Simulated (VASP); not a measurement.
# Nb (Im-3m) in VASP: further runs

Aim: see how the results for Nb move with the level of theory and the settings. Levels: HF, BLYP. Tasks: relaxation of cell and atoms, single point.

All numbers are computed with VASP 6.6.1; they aren't measurements. Logs are shortened: lines on timing, memory, paths and dates and some standing lists are left out, and cuts for length are marked.

### 1 The cell of the first run

It takes space group Im-3m (No. 229, cubic). The conventional cell has a = 3.328 Å, b = 3.328 Å, c = 3.328 Å, α = 90.00°, β = 90.00°, γ = 90.00°. Within 3.8 Å of Nb (site symmetry m-3m) lie 14 Nb at 2.88 to 3.33 Å.

### 2 Relaxation of cell and atoms, HF

Input file POSCAR:

```
Nb
1.0
   -1.6639500000      1.6639500000      1.6639500000
    1.6639500000     -1.6639500000      1.6639500000
    1.6639500000      1.6639500000     -1.6639500000
Nb
1
Direct
    0.0000000000      0.0000000000      0.0000000000
```

Input file INCAR.step1:

```
ALGO = Normal
EDIFF = 1E-5
EDIFFG = -0.005
ENCUT = 500
GGA = PE
GGA_COMPAT = False
IBRION = 2
ISIF = 3
ISMEAR = -1
LASPH = True
LCHARG = False
LREAL = False
LWAVE = True
NBANDS = 12
NELM = 120
NELMIN = 4
NSW = 100
PREC = Accurate
SIGMA = 0.05
```

Input file INCAR.step2:

```
AEXX = 1.0
AGGAC = 0.0
ALDAC = 0.0
ALGO = Normal
EDIFF = 1E-7
EDIFFG = -0.01
ENCUT = 500
GGA = PE
GGA_COMPAT = False
IBRION = 2
ISIF = 3
ISMEAR = -1
ISTART = 1
LASPH = True
LCHARG = False
LHFCALC = True
LREAL = False
LWAVE = False
NELM = 120
NELMIN = 4
NSW = 60
PREC = Accurate
PRECFOCK = Normal
SIGMA = 0.05
```

Input file KPOINTS:

```
k-points
0
Gamma
  6 6 6
```

Potentials or basis: VASP PAW PBE potentials, release 64 (Nb_sv).

The run is started by

```bash
> cat potpaw_PBE.64/Nb_sv/POTCAR > POTCAR
> cp INCAR.step1 INCAR
> mpirun -np 1 vasp_std > vasp.out
> cp INCAR.step2 INCAR
> mpirun -np 1 vasp_std > vasp.out
```

OUTCAR:

```text
AEXX = 1.0
   EDIFF = 1E-7
   EDIFFG = -0.01
   ENCUT = 500
   GGA = PE
   IBRION = 2
   ISIF = 3
   ISMEAR = -1
   ISTART = 1
   LASPH = True
   LHFCALC = True
   LREAL = False
   NELM = 120
   NELMIN = 4
   NSW = 60
   PREC = Accurate
   PRECFOCK = Normal

 ion  position               nearest neighbor table
   1  0.000  0.000  0.000-

  LATTYP: Found a body centered cubic cell.
 ALAT       =     3.3279000000

  Lattice vectors:

 A1 = (  -1.6639500000,   1.6639500000,   1.6639500000)
 A2 = (   1.6639500000,  -1.6639500000,   1.6639500000)
 A3 = (   1.6639500000,   1.6639500000,  -1.6639500000)

Analysis of symmetry for initial positions (statically):
=====================================================================
 Subroutine PRICEL returns:
 Original cell was already a primitive cell.

 Routine SETGRP: Setting up the symmetry group for a
 body centered cubic supercell.

 Subroutine GETGRP returns: Found 48 space group operations
 (whereof 48 operations were pure point group operations)
 out of a pool of 48 trial point group operations.

The static configuration has the point symmetry O_h .

Analysis of symmetry for dynamics (positions and initial velocities):
=====================================================================
 Subroutine PRICEL returns:
 Original cell was already a primitive cell.

 Routine SETGRP: Setting up the symmetry group for a
 body centered cubic supercell.

 Subroutine GETGRP returns: Found 48 space group operations
 (whereof 48 operations were pure point group operations)
 out of a pool of 48 trial point group operations.

The dynamic configuration has the point symmetry O_h .

 Subroutine INISYM returns: Found 48 space group operations
 (whereof 48 operations are pure point group operations),
 and found     1 'primitive' translations

----------------------------------------------------------------------------------------

                                     Primitive cell

  volume of cell :      18.4281

  direct lattice vectors                    reciprocal lattice vectors
    -1.663950000  1.663950000  1.663950000     0.000000000  0.300489798  0.300489798
     1.663950000 -1.663950000  1.663950000     0.300489798  0.000000000  0.300489798
     1.663950000  1.663950000 -1.663950000     0.300489798  0.300489798  0.000000000

  length of vectors
     2.882045941  2.882045941  2.882045941     0.424956748  0.424956748  0.424956748

  position of ions in fractional coordinates (direct lattice)
     0.000000000  0.000000000  0.000000000

  ion indices of the primitive-cell ions
   primitive index   ion index
                 1           1

----------------------------------------------------------------------------------------

 KPOINTS: k-points

Automatic generation of k-mesh.
 Grid dimensions read from file:
 generate k-points for:    6    6    6

 Generating k-lattice:

  Cartesian coordinates                     Fractional coordinates (reciprocal lattice)
     0.000000000  0.050081633  0.050081633     0.166666667  0.000000000  0.000000000
     0.050081633  0.000000000  0.050081633     0.000000000  0.166666667  0.000000000
     0.050081633  0.050081633  0.000000000     0.000000000  0.000000000  0.166666667

  Length of vectors
     0.070826125  0.070826125  0.070826125

  Shift w.r.t. Gamma in fractional coordinates (k-lattice)
     0.000000000  0.000000000  0.000000000

 Subroutine IBZKPT returns following result:
 ===========================================

 Found     16 irreducible k-points:

 Following reciprocal coordinates:
            Coordinates               Weight
  0.000000  0.000000  0.000000      1.000000
  0.166667  0.000000  0.000000     12.000000
  0.333333  0.000000  0.000000     12.000000
  0.500000  0.000000  0.000000      6.000000
  0.166667  0.166667  0.000000     24.000000
  0.333333  0.166667  0.000000     48.000000
[... 8 lines left out ...]
  0.500000  0.500000  0.333333     12.000000
  0.500000  0.500000  0.500000      1.000000
   k-points           NKPTS =     16   k-points in BZ     NKDIM =    216   number of bands    NBANDS=     10
   number of dos      NEDOS =    301   number of ions     NIONS =      1
   total plane-waves  NPLWV =  13824
   dimension x,y,z NGX =    24 NGY =   24 NGZ =   24
   dimension x,y,z NGXF=    48 NGYF=   48 NGZF=   48
   ions per type =               1
   NGX,Y,Z   is equivalent  to a cutoff of  13.84, 13.84, 13.84 a.u.
   NGXF,Y,Z  is equivalent  to a cutoff of  27.69, 27.69, 27.69 a.u.
 SYSTEM =  unknown system
   PREC   = accura    normal or accurate (medium, high low for compatibility)
   ISTART =      1    job   : 0-new  1-cont  2-samecut
   ICHARG =      0    charge: 1-file 2-atom 10-const
   ISPIN  =      1    spin polarized calculation?
   LNONCOLLINEAR =      F non collinear calculations
   LSORBIT =      F    spin-orbit coupling
   LASPH  =      T    aspherical Exc in radial PAW
   ENCUT  =  500.0 eV  36.75 Ry    6.06 a.u.   5.25  5.25  5.25*2*pi/ulx,y,z
   NELM   =    120;   NELMIN=  4; NELMDL=  0     # of ELM steps
   EDIFF  = 0.1E-06   stopping-criterion for ELM
   LREAL  =      F    real-space projection
   EDIFFG = -.1E-01   stopping-criterion for IOM
   NSW    =     60    number of steps for IOM
   IBRION =      2    ionic relax: 0-MD 1-quasi-New 2-CG
   NFREE  =      1    steps in history (QN), initial steepest desc. (CG)
   ISIF   =      3    stress and relaxation
   ISYM   =      3    0-nonsym 1-usesym 2-fastsym
   POTIM  = 0.5000    time-step for ionic-motion
   TEBEG  =    0.0;   TEEND  =   0.0 temperature during run
   PSTRESS=    0.0 pullay stress
   NELECT =      13.0000    total number of electrons
   NUPDOWN=      -1.0000    fix difference up-down
   EMIN   =  10.00;   EMAX   =-10.00  energy-range for DOS
   EFERMI =   0.00;   METHOD = LEGACY
   ISMEAR =    -1;   SIGMA  =   0.05  broadening in eV -4-tet -1-fermi 0-gaus
   EFERMI_NEDOS =   21; number of points for ismear=-14 and -15
   IALGO  =     38    algorithm
   IMIX   =      1    mixing-type and parameters
     AMIX     =   0.40;   BMIX     =  1.00
     AMIX_MAG =   1.60;   BMIX_MAG =  1.00
  volume/ion in A,a.u.               =      18.43       124.36
  Fermi-wavevector in a.u.,A,eV,Ry     =   1.457345  2.753983 28.896790  2.123854
  Thomas-Fermi vector in A             =   2.574157
   LORBIT       =      0    0 simple, 1 ext, 2 COOP (PROOUT), +10 PAW based schemes
   GGA     = PE    functional components
   LHFCALC =     T    Hartree Fock is set to
   PRECFOCK=normal    Normal, Fast or Accurate (Low or Medium for compatibility)
   ENCUT4O =  -1.0   cutoff for four orbital integrals eV
   NKREDX  =     1    reduce k-point grid by
   NKREDY  =     1    reduce k-point grid by
   NKREDZ  =     1    reduce k-point grid by
   AEXX    =    1.0000 exact exchange contribution
   HFSCREEN=    0.0000 screening length (either q_TF or 0.3 A-1)
   HFSCREENC=   0.0000 screening length for correlation (either q_TF or 0.3 A-1)
   ENCUTFOCK=  -1.0 apply spherical cutoff to Coloumb kernel
   IVDW    =     0    specifies the selected vdW correction
   LEPSILON=     F    determine dielectric tensor
   LRPA    =     F    only Hartree local field effects (RPA)
 conjugate gradient relaxation of ions
 non-spin polarized calculation
  energy-cutoff  :      500.00
  volume of cell :       18.43
 maximum number of plane-waves:       476
 NGX is ok and might be reduce to    24
  NGX = 16; NGY = 16; NGZ = 16

--------------------------------------- Ionic step        1  -------------------------------------------

 number of electron      12.9999999 magnetization

 Free energy of the ion-electron system (eV)
  ---------------------------------------------------
  ext. energy  EPLUGINS =         0.00000000
  ---------------------------------------------------
  free energy    TOTEN  =       -18.85537129 eV

  energy without entropy =      -18.85017591  energy(sigma->0) =      -18.85277360

------------------------ aborting loop because EDIFF is reached ----------------------------------------

  FORCE on cell =-STRESS in cart. coord.  units (eV):
  Direction    XX          YY          ZZ          XY          YZ          ZX
  --------------------------------------------------------------------------------------
  -------------------------------------------------------------------------------------
  Total       -0.2470936     -0.2470936     -0.2470936     -0.0000000      0.0000000     -0.0000000
  in kB      -21.4828182    -21.4828182    -21.4828182     -0.0000000      0.0000000     -0.0000000
  external PRESSURE =     -21.4828182 kB  Pullay stress =       0.0000000 kB

 VOLUME and BASIS-vectors are now :
 -----------------------------------------------------------------------------
  energy-cutoff  :      500.00
  volume of cell :       18.43
      direct lattice vectors                 reciprocal lattice vectors
    -1.663950000  1.663950000  1.663950000     0.000000000  0.300489798  0.300489798
     1.663950000 -1.663950000  1.663950000     0.300489798  0.000000000  0.300489798
     1.663950000  1.663950000 -1.663950000     0.300489798  0.300489798  0.000000000

 POSITION                                       TOTAL-FORCE (eV/Angst)
 -----------------------------------------------------------------------------------
      0.00000      0.00000      0.00000        -0.000000      0.000000     -0.000000
 -----------------------------------------------------------------------------------
    total drift:                                0.000000      0.000000      0.000000

  FREE ENERGIE OF THE ION-ELECTRON SYSTEM (eV)
  ---------------------------------------------------
  free  energy   TOTEN  =       -18.8553712913 eV

  energy  without entropy=      -18.8501759096  energy(sigma->0) =      -18.85277360
[... 15 lines left out ...]
 VOLUME and BASIS-vectors are now :
 -----------------------------------------------------------------------------
  energy-cutoff  :      500.00
  volume of cell :       17.78
      direct lattice vectors                 reciprocal lattice vectors
    -1.644114966  1.644114966  1.644114966     0.000000000  0.304114986  0.304114986
     1.644114966 -1.644114966  1.644114966     0.304114986  0.000000000  0.304114986
     1.644114966  1.644114966 -1.644114966     0.304114986  0.304114986  0.000000000

 POSITION                                       TOTAL-FORCE (eV/Angst)
 -----------------------------------------------------------------------------------
      1.64411      1.64411      1.64411        -0.000000      0.000000      0.000000
 -----------------------------------------------------------------------------------
    total drift:                               -0.000000      0.000000      0.000000

  FREE ENERGIE OF THE ION-ELECTRON SYSTEM (eV)
  ---------------------------------------------------
  free  energy   TOTEN  =       -18.8505061376 eV

  energy  without entropy=      -18.8453107535  energy(sigma->0) =      -18.84790845

--------------------------------------- Ionic step        3  -------------------------------------------

 number of electron      12.9999999 magnetization

 Free energy of the ion-electron system (eV)
  ---------------------------------------------------
  ext. energy  EPLUGINS =         0.00000000
  ---------------------------------------------------
  free energy    TOTEN  =       -18.85684204 eV

  energy without entropy =      -18.85164666  energy(sigma->0) =      -18.85424435

 E-fermi :  12.9163     XC(G=0):   0.0000

 val. band max:       11.0808897511   @ k =   0.1667   0.0000   0.0000
 cond. band min:      13.0517467734   @ k =   0.3333   0.1667   0.0000
 fundamental gap:      1.9708570224
 Fermi energy:        12.9163442292

 k-point     1 :       0.0000    0.0000    0.0000
  band No.  band energies     occupation
      1     -59.0208      2.00000
      2     -28.2820      2.00000
      3     -28.2820      2.00000
      4     -28.2820      2.00000
      5       0.7124      2.00000
      6      15.0245      0.00000
      7      15.0245      0.00000
      8      15.0246      0.00000
      9      20.9345      0.00000
     10      20.9345      0.00000

 k-point     2 :       0.1667    0.0000    0.0000
  band No.  band energies     occupation
      1     -58.9318      2.00000
      2     -28.8563      2.00000
      3     -28.4509      2.00000
      4     -28.2900      2.00000
      5       2.3536      2.00000
      6      11.0809      2.00000
      7      14.1674      0.00000
      8      16.7281      0.00000
      9      19.7789      0.00000
     10      20.7609      0.00000

 k-point     3 :       0.3333    0.0000    0.0000
  band No.  band energies     occupation
      1     -58.7500      2.00000
      2     -29.8995      2.00000
      3     -28.7553      2.00000
      4     -28.2929      2.00000
      5       4.6349      2.00000
      6       8.4589      2.00000
      7      13.6988      0.00000
      8      20.1768      0.00000
      9      20.7418      0.00000
     10      21.0207      0.00000
[... 180 lines left out ...]
 VOLUME and BASIS-vectors are now :
 -----------------------------------------------------------------------------
  energy-cutoff  :      500.00
  volume of cell :       18.21
      direct lattice vectors                 reciprocal lattice vectors
    -1.657501064  1.657501064  1.657501064     0.000000000  0.301658931  0.301658931
     1.657501064 -1.657501064  1.657501064     0.301658931  0.000000000  0.301658931
     1.657501064  1.657501064 -1.657501064     0.301658931  0.301658931  0.000000000

 POSITION                                       TOTAL-FORCE (eV/Angst)
 -----------------------------------------------------------------------------------
      0.00000      0.00000      0.00000        -0.000000     -0.000000     -0.000000
 -----------------------------------------------------------------------------------
    total drift:                                0.000000     -0.000000     -0.000000

  FREE ENERGIE OF THE ION-ELECTRON SYSTEM (eV)
  ---------------------------------------------------
  free  energy   TOTEN  =       -18.8568420380 eV

  energy  without entropy=      -18.8516466554  energy(sigma->0) =      -18.85424435

 reached required accuracy - stopping structural energy minimisation
```

Run time: 27 min. Hardware: 1 thread of Intel Xeon Platinum 8259CL at 2.50GHz (Skylake/Cascade Lake), shared host; peak memory 0.16 GiB.

Results:

```
Free energy                           : -18.8568 eV
Relaxed volume                        : 18.21 Å³/atom
Relaxed cell                          : a = 2.871 Å, b = 2.871 Å, c = 2.871 Å, α = 109.47°, β = 109.47°, γ = 109.47°
Space group after relaxing (to 0.1 Å) : Im-3m (No. 229)
Energy gained by relaxing             : 1.5 meV/atom
Ionic steps                           : 3
Pressure after relaxing               : 0.0 GPa
Band gap on the k mesh                : zero (an odd number of electrons rules out a gap without spin polarisation)
```

The path:
```csv
step,energy change (eV),largest force (eV/Å),pressure (GPa),volume (Å³)
1,0.0000,0.0000,-2.15,18.43
2,0.0049,0.0000,4.73,17.78
3,-0.0015,0.0000,0.01,18.21
```

Final structure:
```
Nb
1.0
    -1.65750    1.65750    1.65750
     1.65750   -1.65750    1.65750
     1.65750    1.65750   -1.65750
Nb
1
Direct
  0.00000 0.00000 0.00000
```

Caveat: the k points lie up to 0.45 Å⁻¹ apart in the final cell, too coarse for converged energies and pressures of a metal; the PAW data sets were made with another functional, which shifts forces and pressure a little.

(Continued in part 2 of 2.)
